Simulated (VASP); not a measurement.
Wanted: the native input for a VASP 6.6.1 run.

```yaml
Task: single point
Functional: r2SCAN
Potentials_or_basis: VASP PAW PBE potentials, release 64 (Sn_d, O)
Cutoff: 520 eV
k_mesh: 10 × 10 × 10
Occupations: gaussian, width 0.01 eV
Spin: no spin polarisation
Dipole_correction: no
Further_INCAR_settings: ALGO = Normal; EDIFF = 1e-06; NBANDS = 35
```

The system is SnO2.

```xyz
6
Lattice="-1.9930 1.9930 5.0844 1.9930 -1.9930 5.0844 1.9930 1.9930 -5.0844" Properties=species:S:1:pos:R:3 pbc="T T T"
Sn    0.0000    1.9930    2.5422
Sn    0.0000    0.0000    0.0000
O     0.0000    0.0000    8.0938
O     0.0000    1.9930    4.6173
O     0.0000    0.0000    2.0750
O     0.0000    1.9930    0.4672
```

This cell differs from its parent crystal: strain -0.3%.

The input as run:

POSCAR

```
SnO2
1.0
   -1.9930389013      1.9930389013      5.0844160105
    1.9930389013     -1.9930389013      5.0844160105
    1.9930389013      1.9930389013     -5.0844160105
Sn O
2 4
Direct
    0.7500000000      0.2500000000      0.5000000000
    0.0000000000      0.0000000000      0.0000000000
    0.7959402506      0.7959402506      0.0000000000
    0.9540597494      0.4540597494      0.5000000000
    0.2040597494      0.2040597494      0.0000000000
    0.5459402506      0.0459402506      0.5000000000
```

INCAR.step1

```
PREC = Accurate
ENCUT = 520
ISMEAR = 0
SIGMA = 0.01
LREAL = F
LASPH = T
NELM = 60
NBANDS = 35
GGA = PE
ALGO = Normal
EDIFF = 1E-4
LWAVE = T
LCHARG = F
```

INCAR.step2

```
PREC = Accurate
ENCUT = 520
EDIFF = 1E-6
ISMEAR = 0
SIGMA = 0.01
LREAL = F
LASPH = T
NELM = 60
ALGO = Normal
ISIF = 2
LWAVE = F
LCHARG = F
METAGGA = R2SCAN
LMIXTAU = T
NBANDS = 35
ISTART = 1
```

KPOINTS

```
regular mesh
0
Gamma
  10 10 10
```

Potentials or basis: VASP PAW PBE potentials, release 64 (Sn_d, O).

Run with:

```console
$ cat potpaw_PBE.64/Sn_d/POTCAR potpaw_PBE.64/O/POTCAR > POTCAR
$ cp INCAR.step1 INCAR
$ mpirun -np 1 vasp_std > vasp.out
$ cp INCAR.step2 INCAR
$ mpirun -np 1 vasp_std > vasp.out
```

Results of the run:

| Property | Result |
| --- | --- |
| Pressure | 2.8 GPa |
| Largest force | 0.043 eV/Å |
| Band gap on the k mesh | 2.45 eV (least direct gap 2.88 eV) |

Caveat: the cell differs from its parent crystal (strain -0.3%); the PAW data sets were made with another functional, which shifts forces and pressure a little; spin-orbit coupling is left out, which moves the levels of the heavy elements.

It took 27 min on 1 thread of AMD EPYC 9R45 96-Core Processor (Zen 5), on a shared host, peak memory 0.46 GiB.
